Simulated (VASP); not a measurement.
# Al6O (P-3m1) in VASP: a series of runs

Runs on Al6O. Level: PBE. Tasks: single point, relaxation of cell and atoms.

All numbers are computed with VASP 6.6.1; they aren't measurements. Logs are shortened: lines on timing, memory, paths and dates and some standing lists are left out, and cuts for length are marked.

## Step 1: The cell of the first run

Symmetry: P-3m1, No. 164, trigonal system. Conventional cell: a = 2.832 Å, b = 2.832 Å, c = 14.581 Å, α = 90.00°, β = 90.00°, γ = 120.00°. Al (site symmetry 3m) has 12 Al at 2.83 to 2.88 Å within 3.7 Å. Al (site symmetry 3m) has 3 O at 2.18 Å and 9 Al at 2.83 to 2.84 Å within 2.9 Å. Al (site symmetry 3m) has 12 Al at 2.83 to 2.88 Å and 1 O at 3.76 Å within 3.8 Å. Within 2.9 Å of O (site symmetry -3m) lie 6 Al at 2.18 Å and 6 O at 2.83 Å.

## Step 2: Single point, PBE

INCAR reads:

```
PREC     = Accurate       # precision mode
ENCUT    = 520            # plane-wave cutoff, eV
EDIFF    = 1E-6           # SCF threshold, eV
ISMEAR   = 0              # smearing method
SIGMA    = 0.2            # smearing width, eV
LREAL    = False          # projectors in reciprocal space
LASPH    = True           # aspherical terms in the spheres
NELM     = 100            # most SCF steps
ALGO     = Normal         # electronic algorithm
ISIF     = 2              # what is computed and relaxed
LWAVE    = False          # write WAVECAR
LCHARG   = False          # write CHGCAR
GGA      = PE             # functional
NBANDS   = 21             # bands
```

KPOINTS reads:

```
Automatic mesh
0
Gamma
  6 6 2
```

POSCAR reads:

```
Al6O
1.0
    2.8323085988      0.0000000000      0.0000000000
   -1.4161542994      2.4528511979      0.0000000000
    0.0000000000      0.0000000000     14.5810650937
Al O
6 1
Direct
    0.6666666667      0.3333333333      0.4203425663
    0.3333333333      0.6666666667      0.5796574337
    0.6666666667      0.3333333333      0.9014676812
    0.3333333333      0.6666666667      0.0985323188
    0.0000000000      0.0000000000      0.2579472031
    0.0000000000      0.0000000000      0.7420527969
    0.0000000000      0.0000000000      0.0000000000
```

Potentials or basis: VASP PAW PBE potentials, release 64 (Al, O).

On the command line:

```bash
$ cat potpaw_PBE.64/Al/POTCAR potpaw_PBE.64/O/POTCAR > POTCAR
$ mpirun -np 1 vasp_std > vasp.out
```

OUTCAR:

```text
PREC = Accurate
   ENCUT = 520
   EDIFF = 1E-6
   ISMEAR = 0
   LREAL = False
   LASPH = True
   NELM = 100
   ISIF = 2
   GGA = PE

 ion  position               nearest neighbor table
   1  0.667  0.333  0.420-   2 2.84   2 2.84   2 2.84   5 2.88   5 2.88   5 2.88
   2  0.333  0.667  0.580-   1 2.84   1 2.84   1 2.84   6 2.88   6 2.88   6 2.88
   3  0.667  0.333  0.901-   7 2.18   7 2.18   7 2.18   6 2.84   6 2.84   6 2.84   4 3.31   4 3.31
                             4 3.31
   4  0.333  0.667  0.099-   7 2.18   7 2.18   7 2.18   5 2.84   5 2.84   5 2.84   3 3.31   3 3.31
                             3 3.31
   5  0.000  0.000  0.258-   4 2.84   4 2.84   4 2.84   1 2.88   1 2.88   1 2.88
   6  0.000  0.000  0.742-   3 2.84   3 2.84   3 2.84   2 2.88   2 2.88   2 2.88
   7  0.000  0.000  0.000-   3 2.18   4 2.18   4 2.18   3 2.18   3 2.18   4 2.18

  LATTYP: Found a hexagonal cell.
 ALAT       =     2.8323085988
 C/A-ratio  =     5.1481201942

  Lattice vectors:

 A1 = (   2.8323085988,   0.0000000000,   0.0000000000)
 A2 = (  -1.4161542994,   2.4528511979,   0.0000000000)
 A3 = (   0.0000000000,   0.0000000000,  14.5810650937)

Analysis of symmetry for initial positions (statically):
=====================================================================
 Subroutine PRICEL returns:
 Original cell was already a primitive cell.

 Routine SETGRP: Setting up the symmetry group for a
 hexagonal supercell.

 Subroutine GETGRP returns: Found 12 space group operations
 (whereof 12 operations were pure point group operations)
 out of a pool of 24 trial point group operations.

The static configuration has the point symmetry D_3d.

Analysis of symmetry for dynamics (positions and initial velocities):
=====================================================================
 Subroutine PRICEL returns:
 Original cell was already a primitive cell.

 Routine SETGRP: Setting up the symmetry group for a
 hexagonal supercell.

 Subroutine GETGRP returns: Found 12 space group operations
 (whereof 12 operations were pure point group operations)
 out of a pool of 24 trial point group operations.

The dynamic configuration has the point symmetry D_3d.

 Subroutine INISYM returns: Found 12 space group operations
 (whereof 12 operations are pure point group operations),
 and found     1 'primitive' translations

----------------------------------------------------------------------------------------

                                     Primitive cell

  volume of cell :     101.2980

  direct lattice vectors                    reciprocal lattice vectors
     2.832308599  0.000000000  0.000000000     0.353068871  0.203844408  0.000000000
    -1.416154299  2.452851198  0.000000000     0.000000000  0.407688816  0.000000000
     0.000000000  0.000000000 14.581065094     0.000000000  0.000000000  0.068582096

  length of vectors
     2.832308599  2.832308599 14.581065094     0.407688816  0.407688816  0.068582096

  position of ions in fractional coordinates (direct lattice)
     0.666666667  0.333333333  0.420342566
     0.333333333  0.666666667  0.579657434
     0.666666667  0.333333333  0.901467681
     0.333333333  0.666666667  0.098532319
     0.000000000  0.000000000  0.257947203
     0.000000000  0.000000000  0.742052797
     0.000000000  0.000000000  0.000000000

  ion indices of the primitive-cell ions
   primitive index   ion index
                 1           1
                 2           2
                 3           3
                 4           4
                 5           5
                 6           6
                 7           7

----------------------------------------------------------------------------------------

 KPOINTS: Automatic mesh

Automatic generation of k-mesh.
 Grid dimensions read from file:
 generate k-points for:    6    6    2

 Generating k-lattice:

  Cartesian coordinates                     Fractional coordinates (reciprocal lattice)
     0.058844812  0.033974068  0.000000000     0.166666667 -0.000000000  0.000000000
     0.000000000  0.067948136  0.000000000     0.000000000  0.166666667  0.000000000
     0.000000000  0.000000000  0.034291048     0.000000000  0.000000000  0.500000000

  Length of vectors
     0.067948136  0.067948136  0.034291048

  Shift w.r.t. Gamma in fractional coordinates (k-lattice)
     0.000000000  0.000000000  0.000000000

 Subroutine IBZKPT returns following result:
 ===========================================

 Found     14 irreducible k-points:

 Following reciprocal coordinates:
            Coordinates               Weight
  0.000000  0.000000  0.000000      1.000000
  0.166667  0.000000  0.000000      6.000000
  0.333333  0.000000  0.000000      6.000000
  0.500000  0.000000  0.000000      3.000000
  0.166667  0.166667  0.000000      6.000000
  0.333333  0.166667  0.000000     12.000000
  0.333333  0.333333  0.000000      2.000000
  0.000000  0.000000  0.500000      1.000000
  0.166667  0.000000  0.500000      6.000000
  0.333333  0.000000  0.500000      6.000000
  0.500000  0.000000  0.500000      3.000000
  0.166667  0.166667  0.500000      6.000000
  0.333333  0.166667  0.500000     12.000000
  0.333333  0.333333  0.500000      2.000000
   k-points           NKPTS =     14   k-points in BZ     NKDIM =     14   number of bands    NBANDS=     21
   number of dos      NEDOS =    301   number of ions     NIONS =      7
   total plane-waves  NPLWV =  62208
   dimension x,y,z NGX =    24 NGY =   24 NGZ =  108
   dimension x,y,z NGXF=    48 NGYF=   48 NGZF=  216
   ions per type =               6   1
   NGX,Y,Z   is equivalent  to a cutoff of  14.09, 14.09, 12.31 a.u.
   NGXF,Y,Z  is equivalent  to a cutoff of  28.17, 28.17, 24.63 a.u.
 SYSTEM =  unknown system
   PREC   = accura    normal or accurate (medium, high low for compatibility)
   ISTART =      0    job   : 0-new  1-cont  2-samecut
   ICHARG =      2    charge: 1-file 2-atom 10-const
   ISPIN  =      1    spin polarized calculation?
   LNONCOLLINEAR =      F non collinear calculations
   LSORBIT =      F    spin-orbit coupling
   LASPH  =      T    aspherical Exc in radial PAW
   ENCUT  =  520.0 eV  38.22 Ry    6.18 a.u.   5.27  5.27 27.11*2*pi/ulx,y,z
   NELM   =    100;   NELMIN=  2; NELMDL= -5     # of ELM steps
   EDIFF  = 0.1E-05   stopping-criterion for ELM
   LREAL  =      F    real-space projection
   EDIFFG = 0.1E-04   stopping-criterion for IOM
   NSW    =      0    number of steps for IOM
   IBRION =     -1    ionic relax: 0-MD 1-quasi-New 2-CG
   NFREE  =      0    steps in history (QN), initial steepest desc. (CG)
   ISIF   =      2    stress and relaxation
   ISYM   =      2    0-nonsym 1-usesym 2-fastsym
   POTIM  = 0.5000    time-step for ionic-motion
   TEBEG  =    0.0;   TEEND  =   0.0 temperature during run
   PSTRESS=    0.0 pullay stress
   NELECT =      24.0000    total number of electrons
   NUPDOWN=      -1.0000    fix difference up-down
   EMIN   =  10.00;   EMAX   =-10.00  energy-range for DOS
   EFERMI =   0.00;   METHOD = LEGACY
   ISMEAR =     0;   SIGMA  =   0.20  broadening in eV -4-tet -1-fermi 0-gaus
   EFERMI_NEDOS =   21; number of points for ismear=-14 and -15
   IALGO  =     38    algorithm
   IMIX   =      4    mixing-type and parameters
     AMIX     =   0.40;   BMIX     =  1.00
     AMIX_MAG =   1.60;   BMIX_MAG =  1.00
  volume/ion in A,a.u.               =      14.47        97.66
  Fermi-wavevector in a.u.,A,eV,Ry     =   1.013005  1.914302 13.962014  1.026179
  Thomas-Fermi vector in A             =   2.146148
   LORBIT       =      0    0 simple, 1 ext, 2 COOP (PROOUT), +10 PAW based schemes
   GGA     = PE    functional components
   LHFCALC =     F    Hartree Fock is set to
   AEXX    =    0.0000 exact exchange contribution
   IVDW    =     0    specifies the selected vdW correction
   LEPSILON=     F    determine dielectric tensor
   LRPA    =     F    only Hartree local field effects (RPA)
 non-spin polarized calculation
 Gauss-broadening in eV      SIGMA  =   0.20
  energy-cutoff  :      520.00
  volume of cell :      101.30
 maximum number of plane-waves:      2752
 NGX is ok and might be reduce to    24
   NGX = 11   NGY = 11   NGZ = 55

 number of electron      23.9999997 magnetization

 Free energy of the ion-electron system (eV)
  ---------------------------------------------------
  ext. energy  EPLUGINS =         0.00000000
  ---------------------------------------------------
  free energy    TOTEN  =       -30.53495195 eV

  energy without entropy =      -30.50437516  energy(sigma->0) =      -30.51966355

 E-fermi :   8.5291     XC(G=0): -10.4785

 val. band max:        8.4347276084   @ k =   0.3333   0.0000   0.0000
 cond. band min:       8.5357585955   @ k =   0.5000   0.0000   0.5000
 fundamental gap:      0.1010309872
 Fermi energy:         8.5291011322

 k-point     1 :       0.0000    0.0000    0.0000
  band No.  band energies     occupation
      1     -13.0808      2.00000
      2      -2.5703      2.00000
      3      -2.5348      2.00000
      4      -1.0598      2.00000
      5      -1.0050      2.00000
      6       1.7076      2.00000
[... 13 lines left out ...]
     20      19.7168      0.00000
     21      19.8907      0.00000

 k-point     2 :       0.1667    0.0000    0.0000
  band No.  band energies     occupation
      1     -12.8053      2.00000
      2      -1.9547      2.00000
      3      -1.8583      2.00000
      4      -0.4535      2.00000
      5      -0.3858      2.00000
      6       2.0918      2.00000
[... 13 lines left out ...]
     20      16.7796      0.00000
     21      16.9154      0.00000
[... 247 lines left out ...]
      5       2.2782      2.00000
      6       2.8390      2.00000
[... 13 lines left out ...]
     20      12.4869      0.00000
     21      12.8356      0.00000

 k-point    14 :       0.3333    0.3333    0.5000
  band No.  band energies     occupation
      1     -11.6500      2.00000
      2       0.5367      2.00000
      3       0.5367      2.00000
      4       1.4181      2.00000
      5       5.3641      2.00000
      6       5.3641      2.00000
[... 13 lines left out ...]
     20      12.0610      0.00000
     21      12.0611      0.00000

------------------------ aborting loop because EDIFF is reached ----------------------------------------

  FORCE on cell =-STRESS in cart. coord.  units (eV):
  Direction    XX          YY          ZZ          XY          YZ          ZX
  --------------------------------------------------------------------------------------
  -------------------------------------------------------------------------------------
  Total        0.2285277      0.2285277      0.1547992      0.0000000      0.0000000     -0.0000000
  in kB        3.6145019      3.6145019      2.4483766      0.0000000      0.0000000     -0.0000000
  external PRESSURE =       3.2257935 kB  Pullay stress =       0.0000000 kB

 VOLUME and BASIS-vectors are now :
 -----------------------------------------------------------------------------
  energy-cutoff  :      520.00
  volume of cell :      101.30
      direct lattice vectors                 reciprocal lattice vectors
     2.832308599  0.000000000  0.000000000     0.353068871  0.203844408  0.000000000
    -1.416154299  2.452851198  0.000000000     0.000000000  0.407688816  0.000000000
     0.000000000  0.000000000 14.581065094     0.000000000  0.000000000  0.068582096

 POSITION                                       TOTAL-FORCE (eV/Angst)
 -----------------------------------------------------------------------------------
      1.41615      0.81762      6.12904         0.000000     -0.000000     -0.024224
     -0.00000      1.63523      8.45202         0.000000      0.000000      0.024224
      1.41615      0.81762     13.14436        -0.000000      0.000000     -0.046007
     -0.00000      1.63523      1.43671         0.000000     -0.000000      0.046007
      0.00000      0.00000      3.76114        -0.000000      0.000000      0.014360
      0.00000      0.00000     10.81992         0.000000      0.000000     -0.014360
      0.00000      0.00000      0.00000         0.000000      0.000000      0.000000
 -----------------------------------------------------------------------------------
    total drift:                               -0.000000      0.000000     -0.000000

  FREE ENERGIE OF THE ION-ELECTRON SYSTEM (eV)
  ---------------------------------------------------
  free  energy   TOTEN  =       -30.5349519465 eV

  energy  without entropy=      -30.5043751573  energy(sigma->0) =      -30.51966355
```

Wall time 15 s (1 thread of Intel Xeon 6975P-C (Granite Rapids), shared host); peak memory 0.23 GiB.

What came out:

```
Free energy            : -30.5350 eV
Pressure               : 0.3 GPa
Largest force          : 0.046 eV/Å
Band gap on the k mesh : zero (bands 12 and 13 overlap by 3.79 eV)
```

Forces on the atoms (eV/Å):
```
Al   0.000  0.000 -0.024
Al   0.000  0.000  0.024
Al   0.000  0.000 -0.046
Al   0.000  0.000  0.046
Al   0.000  0.000  0.014
Al   0.000  0.000 -0.014
O    0.000  0.000  0.000
```

Levels at points of the mesh, in eV from the Fermi level:
```
           k point  band 10  band 11  band 12  band 13  band 14  band 15
(0.00, 0.00, 0.00)    -2.89    -2.39     1.85     1.93     5.88     6.93
(0.50, 0.00, 0.00)    -3.56    -2.49    -1.90    -0.64    -0.36     0.61
(0.00, 0.00, 0.50)    -4.34    -0.61    -0.14     3.84     4.34     8.45
(0.50, 0.00, 0.50)    -3.03    -2.71    -1.74    -1.27     0.01     1.31
```

Caveat: the k points lie up to 0.43 Å⁻¹ apart, too coarse for converged energies and pressures of a metal.

## Step 3: Single point, PBE

This run uses another cell than the first one, of 14.53 Å³/atom.

INCAR reads:

```
PREC = Accurate
ENCUT = 520
EDIFF = 1E-6
ISMEAR = 0
SIGMA = 0.1
LREAL = F
LASPH = T
NELM = 80
ALGO = Normal
ISIF = 2
LWAVE = F
LCHARG = T
GGA = PE
LELF = T
LVHAR = T
NBANDS = 21
```

KPOINTS reads:

```
regular mesh
0
Gamma
  12 12 2
```

POSCAR reads:

```
Al6O
1.0
    2.8543818357      0.0000000000      0.0000000000
   -1.4271909179      2.4719671818      0.0000000000
    0.0000000000      0.0000000000     14.4148711093
Al O
6 1
Direct
    0.6666666667      0.3333333333      0.4192811826
    0.3333333333      0.6666666667      0.5807188174
    0.6666666667      0.3333333333      0.9000091744
    0.3333333333      0.6666666667      0.0999908256
    0.0000000000      0.0000000000      0.2601404563
    0.0000000000      0.0000000000      0.7398595437
    0.0000000000      0.0000000000      0.0000000000
```

Potentials or basis: VASP PAW PBE potentials, release 64 (Al, O).

On the command line:

```bash
$ cat potpaw_PBE.64/Al/POTCAR potpaw_PBE.64/O/POTCAR > POTCAR
$ mpirun -np 1 vasp_std > vasp.out
```

It took 35 s on 1 thread of Intel Xeon 6975P-C (Granite Rapids), shared host; peak memory 0.25 GiB.

Results (log left out):

* Free energy: -30.3585 eV
* Pressure: 0.0 GPa
* Band gap on the k mesh: zero (bands 12 and 13 overlap by 4.05 eV)

Forces on the atoms (eV/Å):
```
Al   0.000  0.000  0.002
Al   0.000  0.000 -0.002
Al   0.000  0.000  0.002
Al   0.000  0.000 -0.002
Al   0.000  0.000  0.000
Al   0.000  0.000  0.000
O    0.000  0.000  0.000
```

Levels at points of the mesh, in eV from the Fermi level:
```
           k point  band 9  band 10  band 11  band 12  band 13  band 14
(0.00, 0.00, 0.00)   -4.34    -2.61    -2.19     2.11     2.12     6.19
(0.50, 0.00, 0.00)   -3.63    -3.48    -2.49    -1.87    -0.57    -0.33
(0.00, 0.00, 0.50)   -4.34    -4.24    -0.33     0.05     4.01     4.65
(0.50, 0.00, 0.50)   -3.80    -2.98    -2.70    -1.71    -1.22     0.07
```

(Continued in part 2 of 2.)

The gap in the log of VASP goes by the Fermi energy; the results here count the filled bands.